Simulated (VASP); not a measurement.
# Si (Im-3m) in VASP: further runs, part 2 of 2

VASP 6.6.1. Earlier steps stand in the parts before.

### Step 4. Single point, r2SCAN

Input file POSCAR:

```
Si
1.0
   -1.5226320307      1.5226320307      1.5226320307
    1.5226320307     -1.5226320307      1.5226320307
    1.5226320307      1.5226320307     -1.5226320307
Si
1
Direct
    0.0000000000      0.0000000000      0.0000000000
```

Input file INCAR.step1:

```
PREC     = Accurate       # precision mode
ENCUT    = 520            # plane-wave cutoff, eV
ISMEAR   = -1             # smearing method
SIGMA    = 0.1            # smearing width, eV
LREAL    = False          # projectors in reciprocal space
LASPH    = True           # aspherical terms in the spheres
NELM     = 80             # most SCF steps
NBANDS   = 8              # bands
GGA      = PE             # functional
ALGO     = Normal         # electronic algorithm
EDIFF    = 1E-4           # SCF threshold, eV
LWAVE    = True           # write WAVECAR
LCHARG   = False          # write CHGCAR
```

Input file INCAR.step2:

```
PREC     = Accurate       # precision mode
ENCUT    = 520            # plane-wave cutoff, eV
EDIFF    = 1E-7           # SCF threshold, eV
ISMEAR   = -1             # smearing method
SIGMA    = 0.1            # smearing width, eV
LREAL    = False          # projectors in reciprocal space
LASPH    = True           # aspherical terms in the spheres
NELM     = 80             # most SCF steps
ALGO     = Normal         # electronic algorithm
ISIF     = 2              # what is computed and relaxed
LWAVE    = False          # write WAVECAR
LCHARG   = True           # write CHGCAR
METAGGA  = R2SCAN         # meta-GGA
LMIXTAU  = True         
LELF     = True           # ELF
LVHAR    = True         
NBANDS   = 8              # bands
ISTART   = 1
```

Input file KPOINTS:

```
Automatic mesh
0
Gamma
  14 14 14
```

Potentials or basis: VASP PAW PBE potentials, release 64 (Si).

On the command line:

```sh
cat potpaw_PBE.64/Si/POTCAR > POTCAR
cp INCAR.step1 INCAR
mpirun -np 1 vasp_std > vasp.out
cp INCAR.step2 INCAR
mpirun -np 1 vasp_std > vasp.out
```

OUTCAR:

```text
PREC = Accurate
   ENCUT = 520
   EDIFF = 1E-7
   ISMEAR = -1
   LREAL = False
   LASPH = True
   NELM = 80
   ISIF = 2
   METAGGA = R2SCAN
   ISTART = 1

 ion  position               nearest neighbor table
   1  0.000  0.000  0.000-

  LATTYP: Found a body centered cubic cell.
 ALAT       =     3.0452640614

  Lattice vectors:

 A1 = (  -1.5226320307,   1.5226320307,   1.5226320307)
 A2 = (   1.5226320307,  -1.5226320307,   1.5226320307)
 A3 = (   1.5226320307,   1.5226320307,  -1.5226320307)

Analysis of symmetry for initial positions (statically):
=====================================================================
 Subroutine PRICEL returns:
 Original cell was already a primitive cell.

 Routine SETGRP: Setting up the symmetry group for a
 body centered cubic supercell.

 Subroutine GETGRP returns: Found 48 space group operations
 (whereof 48 operations were pure point group operations)
 out of a pool of 48 trial point group operations.

The static configuration has the point symmetry O_h .

Analysis of symmetry for dynamics (positions and initial velocities):
=====================================================================
 Subroutine PRICEL returns:
 Original cell was already a primitive cell.

 Routine SETGRP: Setting up the symmetry group for a
 body centered cubic supercell.

 Subroutine GETGRP returns: Found 48 space group operations
 (whereof 48 operations were pure point group operations)
 out of a pool of 48 trial point group operations.

The dynamic configuration has the point symmetry O_h .

 Subroutine INISYM returns: Found 48 space group operations
 (whereof 48 operations are pure point group operations),
 and found     1 'primitive' translations

----------------------------------------------------------------------------------------
[... 108 lines left out ...]
   IALGO  =     38    algorithm
   IMIX   =      4    mixing-type and parameters
     AMIX     =   0.40;   BMIX     =  1.00
     AMIX_MAG =   1.60;   BMIX_MAG =  1.00
  volume/ion in A,a.u.               =      14.12        95.29
  Fermi-wavevector in a.u.,A,eV,Ry     =   1.075177  2.031789 15.728404  1.156005
  Thomas-Fermi vector in A             =   2.211026
   LORBIT       =      0    0 simple, 1 ext, 2 COOP (PROOUT), +10 PAW based schemes
   METAGGA = R2SCAN    functional components
   LHFCALC =     F    Hartree Fock is set to
   AEXX    =    0.0000 exact exchange contribution
   IVDW    =     0    specifies the selected vdW correction
   LEPSILON=     F    determine dielectric tensor
   LRPA    =     F    only Hartree local field effects (RPA)
 non-spin polarized calculation
  energy-cutoff  :      520.00
  volume of cell :       14.12
 maximum number of plane-waves:       391
   NGX =  9   NGY =  9   NGZ =  9

 number of electron       4.0000000 magnetization

 Free energy of the ion-electron system (eV)
  ---------------------------------------------------
  ext. energy  EPLUGINS =         0.00000000
  ---------------------------------------------------
  free energy    TOTEN  =        -8.04330167 eV

  energy without entropy =       -8.03259477  energy(sigma->0) =       -8.03794822

 E-fermi :  10.4563     XC(G=0): -12.1097

 val. band max:       10.1984790376   @ k =   0.2857   0.2143  -0.0000
 cond. band min:      10.4578339496   @ k =   0.5000   0.5000   0.3571
 fundamental gap:      0.2593549120
 Fermi energy:        10.4562629845

 k-point     1 :       0.0000    0.0000    0.0000
  band No.  band energies     occupation
      1      -5.0773      2.00000
      2      23.1574      0.00000
      3      23.1574      0.00000
      4      23.1574      0.00000
      5      23.8722      0.00000
      6      23.8722      0.00000
      7      23.8722      0.00000
      8      27.9238      0.00000
[... 243 lines left out ...]
 k-point    24 :       0.3571    0.2857    0.0000
  band No.  band energies     occupation
      1       5.0619      2.00000
      2       5.1046      2.00000
      3       7.3438      2.00000
      4      16.0894      0.00000
      5      25.0456      0.00000
      6      26.7756      0.00000
      7      27.6229      0.00000
      8      33.5960      0.00000

 [... further k-points ...]

------------------------ aborting loop because EDIFF is reached ----------------------------------------

  FORCE on cell =-STRESS in cart. coord.  units (eV):
  Direction    XX          YY          ZZ          XY          YZ          ZX
  --------------------------------------------------------------------------------------
  -------------------------------------------------------------------------------------
  Total        0.0044235      0.0044235      0.0044235      0.0000000      0.0000000      0.0000000
  in kB        0.5019123      0.5019123      0.5019123      0.0000000      0.0000000      0.0000000
  external PRESSURE =       0.5019123 kB  Pullay stress =       0.0000000 kB

 VOLUME and BASIS-vectors are now :
 -----------------------------------------------------------------------------
  energy-cutoff  :      520.00
  volume of cell :       14.12
      direct lattice vectors                 reciprocal lattice vectors
    -1.522632031  1.522632031  1.522632031     0.000000000  0.328378748  0.328378748
     1.522632031 -1.522632031  1.522632031     0.328378748  0.000000000  0.328378748
     1.522632031  1.522632031 -1.522632031     0.328378748  0.328378748  0.000000000

 POSITION                                       TOTAL-FORCE (eV/Angst)
 -----------------------------------------------------------------------------------
      0.00000      0.00000      0.00000        -0.000000     -0.000000      0.000000
 -----------------------------------------------------------------------------------
    total drift:                                0.000000     -0.000000     -0.000000

  FREE ENERGIE OF THE ION-ELECTRON SYSTEM (eV)
  ---------------------------------------------------
  free  energy   TOTEN  =        -8.0433016698 eV

  energy  without entropy=       -8.0325947733  energy(sigma->0) =       -8.03794822
```

OSZICAR.step1:

```text
N       E                     dE             d eps       ncg     rms          rms(c)
DAV:   1    -0.235345350075E+01   -0.23535E+01   -0.19260E+03  1832   0.393E+02
DAV:   2    -0.491189775740E+01   -0.25584E+01   -0.22463E+01  2496   0.298E+01
DAV:   3    -0.492726064270E+01   -0.15363E-01   -0.15349E-01  1928   0.241E+00
DAV:   4    -0.492727290307E+01   -0.12260E-04   -0.12260E-04  2632   0.731E-02
DAV:   5    -0.492727291079E+01   -0.77159E-08   -0.74754E-08  1912   0.994E-04    0.276E+00
DAV:   6    -0.491606651340E+01    0.11206E-01   -0.36774E-03  1744   0.269E-01    0.153E+00
DAV:   7    -0.490966748711E+01    0.63990E-02   -0.73939E-03  1808   0.381E-01    0.136E-01
DAV:   8    -0.490964813367E+01    0.19353E-04   -0.35451E-05  2144   0.464E-02
   1 F= -.49096481E+01 E0= -.49037768E+01  d E =-.117426E-01
```

Wall time 42 s (1 thread of Intel Xeon 8259CL, shared host); peak memory 0.13 GiB.

What came out:

```
Free energy            : -8.0433 eV
Pressure               : 0.1 GPa
Band gap on the k mesh : zero (band 2 reaches 23.16 eV, above the bottom of band 3 at 5.90 eV)
```

Levels at points of the mesh, in eV from the Fermi level:
```tsv
k point	band 1	band 2	band 3	band 4	band 5
(0.00, 0.00, 0.00)	-15.53	12.70	12.70	12.70	13.42
(0.50, 0.00, 0.00)	-7.38	-7.29	6.06	7.98	8.87
(0.50, 0.50, 0.50)	-0.61	-0.61	-0.61	1.93	2.21
```

Caveat: the PAW data sets were made with another functional, which shifts forces and pressure a little.

### Step 5. Single point, r2SCAN (volume scaled by 0.88)

Input file POSCAR:

```
Si
1.0
   -1.4591138694      1.4591138694      1.4591138694
    1.4591138694     -1.4591138694      1.4591138694
    1.4591138694      1.4591138694     -1.4591138694
Si
1
Direct
    0.0000000000      0.0000000000      0.0000000000
```

Input file INCAR.step1:

```
PREC = Accurate
ENCUT = 520
ISMEAR = -1
SIGMA = 0.1
LREAL = False
LASPH = True
NELM = 60
NBANDS = 8
GGA = PE
ALGO = Normal
EDIFF = 1E-4
LWAVE = True
LCHARG = False
```

Input file INCAR.step2:

```
PREC = Accurate
ENCUT = 520
EDIFF = 1E-7
ISMEAR = -1
SIGMA = 0.1
LREAL = False
LASPH = True
NELM = 60
ALGO = Normal
ISIF = 2
LWAVE = False
LCHARG = True
METAGGA = R2SCAN
LMIXTAU = True
LELF = True
LVHAR = True
NBANDS = 8
ISTART = 1
```

Input file KPOINTS:

```
regular mesh
0
Gamma
  16 16 16
```

On the command line:

```sh
cat potpaw_PBE.64/Si/POTCAR > POTCAR
cp INCAR.step1 INCAR
mpirun -np 1 vasp_std > vasp.out
cp INCAR.step2 INCAR
mpirun -np 1 vasp_std > vasp.out
```

Run time: 57 s. Hardware: 1 thread of Intel Xeon 8259CL, shared host; peak memory 0.13 GiB.

It converged, with:

```yaml
Free_energy: -7.9563 eV
Pressure: 16.7 GPa
Band_gap_on_the_k_mesh: zero (band 2 reaches 26.31 eV, above the bottom of band 3 at 7.84 eV)
```

Levels at points of the mesh, in eV from the Fermi level:
| k point | band 1 | band 2 | band 3 | band 4 | band 5 |
| --- | --- | --- | --- | --- | --- |
| (0.00, 0.00, 0.00) | -16.79 | 14.09 | 14.09 | 14.09 | 14.73 |
| (0.50, 0.00, 0.00) | -8.13 | -7.67 | 7.02 | 8.09 | 9.83 |
| (0.50, 0.50, 0.50) | -0.58 | -0.58 | -0.58 | 1.70 | 1.70 |

Caveat: the PAW data sets were made with another functional, which shifts forces and pressure a little.

### Step 6. Single point, r2SCAN (volume scaled by 0.92)

Input file POSCAR:

```
Si
1.0
   -1.4808948995      1.4808948995      1.4808948995
    1.4808948995     -1.4808948995      1.4808948995
    1.4808948995      1.4808948995     -1.4808948995
Si
1
Direct
    0.0000000000      0.0000000000      0.0000000000
```

Input file INCAR.step1:

```
  PREC = Accurate
  ENCUT = 520
  ISMEAR = -1
  SIGMA = 0.1
  LREAL = False
  LASPH = True
  NELM = 60
  NBANDS = 8
  GGA = PE
  ALGO = Normal
  EDIFF = 1E-4
  LWAVE = True
  LCHARG = False
```

Input file INCAR.step2:

```
  PREC = Accurate
  ENCUT = 520
  EDIFF = 1E-6
  ISMEAR = -1
  SIGMA = 0.1
  LREAL = False
  LASPH = True
  NELM = 60
  ALGO = Normal
  ISIF = 2
  LWAVE = False
  LCHARG = False
  METAGGA = R2SCAN
  LMIXTAU = True
  NBANDS = 8
  ISTART = 1
```

Input file KPOINTS:

```
Automatic mesh
0
Gamma
  16 16 16
```

Potentials or basis: VASP PAW PBE potentials, release 64 (Si).

On the command line:

```sh
cat potpaw_PBE.64/Si/POTCAR > POTCAR
cp INCAR.step1 INCAR
mpirun -np 1 vasp_std > vasp.out
cp INCAR.step2 INCAR
mpirun -np 1 vasp_std > vasp.out
```

Wall time 68 s (1 thread of Intel Xeon 8259CL, shared host); peak memory 0.13 GiB.

It converged, with:

```
Free energy            : -8.0027 eV
Pressure               : 9.9 GPa
Band gap on the k mesh : zero (band 2 reaches 25.44 eV, above the bottom of band 3 at 7.13 eV)
```

Levels at points of the mesh, in eV from the Fermi level:
```
           k point  band 1  band 2  band 3  band 4  band 5  band 6
(0.00, 0.00, 0.00)  -16.32   13.88   13.88   13.88   14.03   14.03
(0.50, 0.00, 0.00)   -7.81   -7.53    6.70    8.08    9.52   11.45
(0.50, 0.50, 0.50)   -0.57   -0.57   -0.57    1.91    1.91    3.03
```

Caveat: the PAW data sets were made with another functional, which shifts forces and pressure a little.

### Step 7. Summary

```csv
level,cell,k mesh,grid for exact exchange (PRECFOCK),gap on the mesh (eV),pressure (GPa)
r2SCAN,"a = 2.637 Å, angles 109.5°, 1 atom",7 × 7 × 7,-,none,-0.4
r2SCAN0,"a = 2.637 Å, angles 109.5°, 1 atom",7 × 7 × 7,Normal,none,-1.9
r2SCAN,"a = 2.637 Å, angles 109.5°, 1 atom",14 × 14 × 14,-,none,0.1
r2SCAN,"a = 2.527 Å, angles 109.5°, 1 atom",16 × 16 × 16,-,none,16.7
r2SCAN,"a = 2.565 Å, angles 109.5°, 1 atom",16 × 16 × 16,-,none,9.9
```

Alike in all rows: task single point; potentials or basis VASP PAW PBE potentials, release 64 (Si); no spin polarisation; cutoff (eV) 520; smearing fermi-dirac 0.1 eV.

Caveats: some runs use coarse meshes; the PAW data sets were made with another functional, which shifts forces and pressure a little.

Absolute energies hang on the potentials; compare differences alone.
